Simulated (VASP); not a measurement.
# MgCd2TeSe2 (P4/mmm) in VASP: a series of runs

Runs on MgCd2TeSe2. Level: PBE. Tasks: single point.

All numbers are computed with VASP 6.6.1; they aren't measurements. Logs are shortened: lines on timing, memory, paths and dates and some standing lists are left out, and cuts for length are marked.

### Step 1. The cell of the first run

Symmetry: P4/mmm, No. 123, tetragonal system. The conventional cell has a = 4.408 Å, b = 4.408 Å, c = 7.990 Å, α = 90.00°, β = 90.00°, γ = 90.00°. Within 4.9 Å of Mg (site symmetry 4/mmm) lie 8 Cd at 3.73 Å and 2 Te at 3.99 Å and 4 Mg at 4.41 Å and 8 Se at 4.56 Å. Cd (site symmetry 4mm) has 4 Se at 2.94 Å and 4 Te at 3.67 Å and 4 Mg at 3.73 Å and 1 Cd at 3.88 Å within 3.9 Å. Te (site symmetry 4/mmm) has 4 Se at 2.20 Å within 2.9 Å. Se (site symmetry mmm) has 2 Te at 2.20 Å and 4 Cd at 2.94 Å and 4 Se at 3.12 Å within 3.2 Å.

The cell was built from a structure type or drawn by symmetry, and may not be a known phase.

### Step 2. Single point, PBE

INCAR reads:

```
SYSTEM = MgCd2TeSe2
PREC = Accurate
ENCUT = 520
EDIFF = 1E-6
ISMEAR = 0
SIGMA = 0.1
LREAL = .False.
LASPH = .True.
NELM = 80
ALGO = Normal
ISIF = 2
LWAVE = .False.
LCHARG = .False.
GGA = PE
NBANDS = 31
```

KPOINTS reads:

```
regular mesh
0
Gamma
  4 4 2
  0 0 0
```

POSCAR reads:

```
MgCd2TeSe2
1.0
    4.4083375100      0.0000000000      0.0000000000
    0.0000000000      4.4083375100      0.0000000000
    0.0000000000      0.0000000000      7.9897138800
Mg Cd Te Se
1 2 1 2
Direct
    0.5000000000      0.5000000000      0.5000000000
    0.0000000000      0.0000000000      0.2430049900
    0.0000000000      0.0000000000      0.7569950100
    0.5000000000      0.5000000000      0.0000000000
    0.0000000000      0.5000000000      0.0000000000
    0.5000000000      0.0000000000      0.0000000000
```

Potentials or basis: VASP PAW PBE potentials, release 64 (Mg, Cd, Te, Se).

The run is started by

```sh
cat potpaw_PBE.64/Mg/POTCAR potpaw_PBE.64/Cd/POTCAR potpaw_PBE.64/Te/POTCAR potpaw_PBE.64/Se/POTCAR > POTCAR
mpirun -np 1 vasp_std > vasp.out
```

OUTCAR:

```text
SYSTEM = MgCd2TeSe2
   PREC = Accurate
   ENCUT = 520
   EDIFF = 1E-6
   ISMEAR = 0
   LREAL = .False.
   LASPH = .True.
   NELM = 80
   ISIF = 2
   GGA = PE

 ion  position               nearest neighbor table
   1  0.500  0.500  0.500-
   2  0.000  0.000  0.243-   5 2.94   6 2.94   5 2.94   6 2.94   4 3.67   4 3.67   4 3.67   4 3.67

   3  0.000  0.000  0.757-   5 2.94   6 2.94   5 2.94   6 2.94   4 3.67   4 3.67   4 3.67   4 3.67

   4  0.500  0.500  0.000-   5 2.20   6 2.20   6 2.20   5 2.20   2 3.67   3 3.67   2 3.67   2 3.67
                             3 3.67   3 3.67   2 3.67   3 3.67
   5  0.000  0.500  0.000-   4 2.20   4 2.20   2 2.94   2 2.94   3 2.94   3 2.94
   6  0.500  0.000  0.000-   4 2.20   4 2.20   2 2.94   3 2.94   2 2.94   3 2.94

  LATTYP: Found a simple tetragonal cell.
 ALAT       =     4.4083375100
 C/A-ratio  =     1.8124097490

  Lattice vectors:

 A1 = (   4.4083375100,   0.0000000000,   0.0000000000)
 A2 = (   0.0000000000,   4.4083375100,   0.0000000000)
 A3 = (   0.0000000000,   0.0000000000,   7.9897138800)

Analysis of symmetry for initial positions (statically):
=====================================================================
 Subroutine PRICEL returns:
 Original cell was already a primitive cell.

 Routine SETGRP: Setting up the symmetry group for a
 simple tetragonal supercell.

 Subroutine GETGRP returns: Found 16 space group operations
 (whereof 16 operations were pure point group operations)
 out of a pool of 16 trial point group operations.

The static configuration has the point symmetry D_4h.

Analysis of symmetry for dynamics (positions and initial velocities):
=====================================================================
 Subroutine PRICEL returns:
 Original cell was already a primitive cell.

 Routine SETGRP: Setting up the symmetry group for a
 simple tetragonal supercell.

 Subroutine GETGRP returns: Found 16 space group operations
 (whereof 16 operations were pure point group operations)
 out of a pool of 16 trial point group operations.

The dynamic configuration has the point symmetry D_4h.

 Subroutine INISYM returns: Found 16 space group operations
 (whereof 16 operations are pure point group operations),
 and found     1 'primitive' translations

----------------------------------------------------------------------------------------

                                     Primitive cell

  volume of cell :     155.2676

  direct lattice vectors                    reciprocal lattice vectors
     4.408337510  0.000000000  0.000000000     0.226842885  0.000000000  0.000000000
     0.000000000  4.408337510  0.000000000     0.000000000  0.226842885  0.000000000
     0.000000000  0.000000000  7.989713880     0.000000000  0.000000000  0.125160928

  length of vectors
     4.408337510  4.408337510  7.989713880     0.226842885  0.226842885  0.125160928

  position of ions in fractional coordinates (direct lattice)
     0.500000000  0.500000000  0.500000000
     0.000000000  0.000000000  0.243004990
     0.000000000  0.000000000  0.756995010
     0.500000000  0.500000000  0.000000000
     0.000000000  0.500000000  0.000000000
     0.500000000  0.000000000  0.000000000

  ion indices of the primitive-cell ions
   primitive index   ion index
                 1           1
                 2           2
                 3           3
                 4           4
                 5           5
                 6           6

----------------------------------------------------------------------------------------

 KPOINTS: regular mesh

Automatic generation of k-mesh.
 Grid dimensions read from file:
 generate k-points for:    4    4    2

 Generating k-lattice:

  Cartesian coordinates                     Fractional coordinates (reciprocal lattice)
     0.056710721  0.000000000  0.000000000     0.250000000  0.000000000  0.000000000
     0.000000000  0.056710721  0.000000000     0.000000000  0.250000000  0.000000000
     0.000000000  0.000000000  0.062580464     0.000000000  0.000000000  0.500000000

  Length of vectors
     0.056710721  0.056710721  0.062580464

  Shift w.r.t. Gamma in fractional coordinates (k-lattice)
     0.000000000  0.000000000  0.000000000

 Subroutine IBZKPT returns following result:
 ===========================================

 Found     12 irreducible k-points:

 Following reciprocal coordinates:
            Coordinates               Weight
  0.000000  0.000000  0.000000      1.000000
  0.250000  0.000000  0.000000      4.000000
  0.500000  0.000000  0.000000      2.000000
  0.250000  0.250000  0.000000      4.000000
  0.500000  0.250000  0.000000      4.000000
  0.500000  0.500000  0.000000      1.000000
  0.000000  0.000000  0.500000      1.000000
  0.250000  0.000000  0.500000      4.000000
  0.500000  0.000000  0.500000      2.000000
  0.250000  0.250000  0.500000      4.000000
  0.500000  0.250000  0.500000      4.000000
  0.500000  0.500000  0.500000      1.000000
   k-points           NKPTS =     12   k-points in BZ     NKDIM =     12   number of bands    NBANDS=     31
   number of dos      NEDOS =    301   number of ions     NIONS =      6
   total plane-waves  NPLWV =  77760
   dimension x,y,z NGX =    36 NGY =   36 NGZ =   60
   dimension x,y,z NGXF=    72 NGYF=   72 NGZF=  120
   ions per type =               1   2   1   2
   NGX,Y,Z   is equivalent  to a cutoff of  13.58, 13.58, 12.48 a.u.
   NGXF,Y,Z  is equivalent  to a cutoff of  27.15, 27.15, 24.97 a.u.
 SYSTEM =  MgCd2TeSe2
   PREC   = accura    normal or accurate (medium, high low for compatibility)
   ISTART =      0    job   : 0-new  1-cont  2-samecut
   ICHARG =      2    charge: 1-file 2-atom 10-const
   ISPIN  =      1    spin polarized calculation?
   LNONCOLLINEAR =      F non collinear calculations
   LSORBIT =      F    spin-orbit coupling
   LASPH  =      T    aspherical Exc in radial PAW
   ENCUT  =  520.0 eV  38.22 Ry    6.18 a.u.   8.20  8.20 14.86*2*pi/ulx,y,z
   NELM   =     80;   NELMIN=  2; NELMDL= -5     # of ELM steps
   EDIFF  = 0.1E-05   stopping-criterion for ELM
   LREAL  =      F    real-space projection
   EDIFFG = 0.1E-04   stopping-criterion for IOM
   NSW    =      0    number of steps for IOM
   IBRION =     -1    ionic relax: 0-MD 1-quasi-New 2-CG
   NFREE  =      0    steps in history (QN), initial steepest desc. (CG)
   ISIF   =      2    stress and relaxation
   ISYM   =      2    0-nonsym 1-usesym 2-fastsym
   POTIM  = 0.5000    time-step for ionic-motion
   TEBEG  =    0.0;   TEEND  =   0.0 temperature during run
   PSTRESS=    0.0 pullay stress
   NELECT =      44.0000    total number of electrons
   NUPDOWN=      -1.0000    fix difference up-down
   EMIN   =  10.00;   EMAX   =-10.00  energy-range for DOS
   EFERMI =   0.00;   METHOD = LEGACY
   ISMEAR =     0;   SIGMA  =   0.10  broadening in eV -4-tet -1-fermi 0-gaus
   EFERMI_NEDOS =   21; number of points for ismear=-14 and -15
   IALGO  =     38    algorithm
   IMIX   =      4    mixing-type and parameters
     AMIX     =   0.40;   BMIX     =  1.00
     AMIX_MAG =   1.60;   BMIX_MAG =  1.00
  volume/ion in A,a.u.               =      25.88       174.63
  Fermi-wavevector in a.u.,A,eV,Ry     =   1.075306  2.032034 15.732187  1.156283
  Thomas-Fermi vector in A             =   2.211159
   LORBIT       =      0    0 simple, 1 ext, 2 COOP (PROOUT), +10 PAW based schemes
   GGA     = PE    functional components
   LHFCALC =     F    Hartree Fock is set to
   AEXX    =    0.0000 exact exchange contribution
   IVDW    =     0    specifies the selected vdW correction
   LEPSILON=     F    determine dielectric tensor
   LRPA    =     F    only Hartree local field effects (RPA)
 non-spin polarized calculation
 Gauss-broadening in eV      SIGMA  =   0.10
  energy-cutoff  :      520.00
  volume of cell :      155.27
 maximum number of plane-waves:      4206
 NGX is ok and might be reduce to    36
   NGX = 17   NGY = 17   NGZ = 29

 number of electron      44.0000001 magnetization

 Free energy of the ion-electron system (eV)
  ---------------------------------------------------
  ext. energy  EPLUGINS =         0.00000000
  ---------------------------------------------------
  free energy    TOTEN  =        -3.35219869 eV

  energy without entropy =       -3.32011676  energy(sigma->0) =       -3.33615772

 E-fermi :   4.2657     XC(G=0):  -9.2636

 val. band max:        4.1967103572   @ k =   0.2500   0.2500   0.0000
 cond. band min:       4.2823824865   @ k =   0.2500   0.0000   0.0000
 fundamental gap:      0.0856721293
 Fermi energy:         4.2656695150

 k-point     1 :       0.0000    0.0000    0.0000
  band No.  band energies     occupation
      1     -15.2525      2.00000
      2      -9.8091      2.00000
      3      -6.5762      2.00000
      4      -6.5762      2.00000
      5      -4.6883      2.00000
      6      -4.6024      2.00000
[... 23 lines left out ...]
     30       8.2274      0.00000
     31       8.9871      0.00000

 k-point     2 :       0.2500    0.0000    0.0000
  band No.  band energies     occupation
      1     -14.8723      2.00000
      2     -11.1082      2.00000
      3      -6.7364      2.00000
      4      -6.3676      2.00000
      5      -4.6250      2.00000
      6      -4.6087      2.00000
[... 23 lines left out ...]
     30       9.1646      0.00000
     31       9.9741      0.00000

 k-point     3 :       0.5000    0.0000    0.0000
  band No.  band energies     occupation
      1     -14.2101      2.00000
      2     -12.4458      2.00000
      3      -6.7210      2.00000
      4      -6.1112      2.00000
      5      -4.7069      2.00000
      6      -4.6518      2.00000
[... 295 lines left out ...]
     30       8.4559      0.00000
     31      10.1085      0.00000

 k-point    12 :       0.5000    0.5000    0.5000
  band No.  band energies     occupation
      1     -12.3164      2.00000
      2     -12.2761      2.00000
      3     -12.2761      2.00000
      4      -4.8671      2.00000
      5      -4.5925      2.00000
      6      -4.5925      2.00000
[... 23 lines left out ...]
     30       6.1595      0.00000
     31       7.9328      0.00000

------------------------ aborting loop because EDIFF is reached ----------------------------------------

  FORCE on cell =-STRESS in cart. coord.  units (eV):
  Direction    XX          YY          ZZ          XY          YZ          ZX
  --------------------------------------------------------------------------------------
  -------------------------------------------------------------------------------------
  Total       43.3824750     43.3824750      2.4829680      0.0000000     -0.0000000     -0.0000000
  in kB      447.6555831    447.6555831     25.6212793      0.0000000     -0.0000000     -0.0000000
  external PRESSURE =     306.9774818 kB  Pullay stress =       0.0000000 kB

 VOLUME and BASIS-vectors are now :
 -----------------------------------------------------------------------------
  energy-cutoff  :      520.00
  volume of cell :      155.27
      direct lattice vectors                 reciprocal lattice vectors
     4.408337510  0.000000000  0.000000000     0.226842885  0.000000000  0.000000000
     0.000000000  4.408337510  0.000000000     0.000000000  0.226842885  0.000000000
     0.000000000  0.000000000  7.989713880     0.000000000  0.000000000  0.125160928

 POSITION                                       TOTAL-FORCE (eV/Angst)
 -----------------------------------------------------------------------------------
      2.20417      2.20417      3.99486         0.000000      0.000000      0.000000
      0.00000      0.00000      1.94154         0.000000      0.000000      1.533754
      0.00000      0.00000      6.04817        -0.000000      0.000000     -1.533754
      2.20417      2.20417      0.00000         0.000000      0.000000      0.000000
      0.00000      2.20417      0.00000         0.000000      0.000000      0.000000
      2.20417      0.00000      0.00000         0.000000      0.000000      0.000000
 -----------------------------------------------------------------------------------
    total drift:                                0.000000     -0.000000     -0.000000

  FREE ENERGIE OF THE ION-ELECTRON SYSTEM (eV)
  ---------------------------------------------------
  free  energy   TOTEN  =        -3.3521986880 eV

  energy  without entropy=       -3.3201167590  energy(sigma->0) =       -3.33615772
```

Wall time 25 s (1 thread of Intel Xeon 6975P-C (Granite Rapids), shared host); peak memory 0.29 GiB.

Results:

```
Free energy            : -3.3522 eV
Pressure               : 30.7 GPa
Largest force          : 1.534 eV/Å
Band gap on the k mesh : zero (bands 22 and 23 overlap by 0.60 eV)
```

Forces in eV/Å, atoms in the order of the input:
```
Mg   0.000  0.000  0.000
Cd   0.000  0.000  1.534
Cd   0.000  0.000 -1.534
Te   0.000  0.000  0.000
Se   0.000  0.000  0.000
Se   0.000  0.000  0.000
```

Stress tensor (GPa, compression positive):
```
44.77  0.00  0.00
 0.00 44.77  0.00
 0.00  0.00  2.56
```

Levels at points of the mesh, in eV from the Fermi level:
| k point | band 20 | band 21 | band 22 | band 23 | band 24 | band 25 |
| --- | --- | --- | --- | --- | --- | --- |
| (0.00, 0.00, 0.00) | -2.86 | -1.26 | 0.31 | 0.39 | 1.98 | 1.98 |
| (0.50, 0.00, 0.00) | -2.35 | -0.73 | 0.02 | 0.05 | 0.10 | 1.85 |
| (0.50, 0.50, 0.00) | -1.17 | -0.64 | -0.33 | -0.26 | -0.26 | 0.43 |
| (0.00, 0.00, 0.50) | -2.91 | -2.86 | -0.37 | 1.51 | 1.51 | 2.35 |
| (0.50, 0.00, 0.50) | -1.57 | -1.29 | -0.74 | -0.23 | 0.07 | 0.84 |
| (0.50, 0.50, 0.50) | -0.33 | -0.09 | 0.33 | 0.33 | 0.48 | 0.76 |

Caveat: the k points lie up to 0.39 Å⁻¹ apart, too coarse for converged energies and pressures of a metal; semilocal functionals underestimate gaps, so a narrow gap can read as zero; spin-orbit coupling is left out, which moves the levels of the heavy elements; forces of over 1 eV/Å act on the atoms, so gaps and moduli don't describe the material at rest.

### Step 3. Single point, PBE

This run uses another cell than the first one, of 30.11 Å³/atom.

INCAR reads:

```
PREC = Accurate
ENCUT = 520
EDIFF = 1E-6
ISMEAR = 0
SIGMA = 0.1
LREAL = F
LASPH = T
NELM = 60
ALGO = Normal
ISIF = 2
LWAVE = F
LCHARG = F
GGA = PE
NBANDS = 31
```

KPOINTS reads:

```
Automatic mesh
0
Gamma
  4 4 2
```

POSCAR reads:

```
MgCd2TeSe2
1.0
    5.6488175796      0.0000000000      0.0000000000
    0.0000000000      5.6488175796      0.0000000000
    0.0000000000      0.0000000000      5.6613792720
Mg Cd Te Se
1 2 1 2
Direct
    0.5000000000      0.5000000000      0.5000000000
    0.0000000000      0.0000000000      0.2582525531
    0.0000000000      0.0000000000      0.7417474469
    0.5000000000      0.5000000000      0.0000000000
    0.0000000000      0.5000000000      0.0000000000
    0.5000000000      0.0000000000      0.0000000000
```

Potentials or basis: VASP PAW PBE potentials, release 64 (Mg, Cd, Te, Se).

The run is started by

```sh
cat potpaw_PBE.64/Mg/POTCAR potpaw_PBE.64/Cd/POTCAR potpaw_PBE.64/Te/POTCAR potpaw_PBE.64/Se/POTCAR > POTCAR
mpirun -np 1 vasp_std > vasp.out
```

It took 31 s on 1 thread of Intel Xeon 6975P-C (Granite Rapids), shared host; peak memory 0.3 GiB.

Results (log left out):

```yaml
Free_energy: -13.6841 eV
Pressure: 0.0 GPa
Largest_force: 0.007 eV/Å
Band_gap_on_the_k_mesh: zero (bands 22 and 23 overlap by 1.23 eV)
```

Forces on the atoms (eV/Å):
```
Mg   0.000  0.000  0.000
Cd   0.000  0.000 -0.007
Cd   0.000  0.000  0.007
Te   0.000  0.000  0.000
Se   0.000  0.000  0.000
Se   0.000  0.000  0.000
```

Stress tensor (GPa, compression positive):
```
0.00 0.00 0.00
0.00 0.00 0.00
0.00 0.00 0.13
```

Levels at points of the mesh, in eV from the Fermi level:
| k point | band 20 | band 21 | band 22 | band 23 | band 24 | band 25 |
| --- | --- | --- | --- | --- | --- | --- |
| (0.00, 0.00, 0.00) | -1.36 | -1.03 | -0.47 | 1.50 | 2.97 | 2.97 |
| (0.50, 0.00, 0.00) | -1.41 | -1.09 | -0.87 | -0.84 | 2.27 | 2.59 |
| (0.50, 0.50, 0.00) | -1.36 | -0.97 | -0.85 | -0.81 | -0.11 | 0.99 |
| (0.00, 0.00, 0.50) | -1.98 | -1.59 | -0.01 | 1.23 | 1.23 | 2.85 |
| (0.50, 0.00, 0.50) | -1.35 | -1.18 | -0.81 | 1.58 | 2.17 | 2.39 |
| (0.50, 0.50, 0.50) | -1.25 | -1.25 | -0.84 | -0.69 | 2.42 | 2.88 |

Caveat: the k points lie up to 0.55 Å⁻¹ apart, too coarse for converged energies and pressures of a metal; spin-orbit coupling is left out, which moves the levels of the heavy elements.
